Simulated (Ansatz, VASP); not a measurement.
# One calculation of C, two programs

```xyz
2
Lattice="0.0000 1.7493 1.7493 1.7493 0.0000 1.7493 1.7493 1.7493 0.0000" Properties=species:S:1:pos:R:3 pbc="T T T"
C     0.0000    0.0000    0.0000
C     0.8746    0.8746    0.8746
```

Alike in both runs: task single point; functional PBE; k mesh 10 × 10 × 10; no spin polarisation.

|  | VASP | Ansatz |
| --- | --- | --- |
| version | VASP 6.6.1 | Ansatz 0.2.0 |
| potentials or method | VASP PAW PBE potentials, release 64 (C) | plane waves, PAW |
| plane-wave cutoff (eV) | 600 | 420 |
| occupations | gaussian, width 0.01 eV | fixed |
| valence electrons in the cell | 8 | 8 |

|  | VASP | Ansatz | Ansatz less VASP |
| --- | --- | --- | --- |
| gap on the k mesh at the Fermi level (eV) | 4.29 | 4.30 | +0.008 |
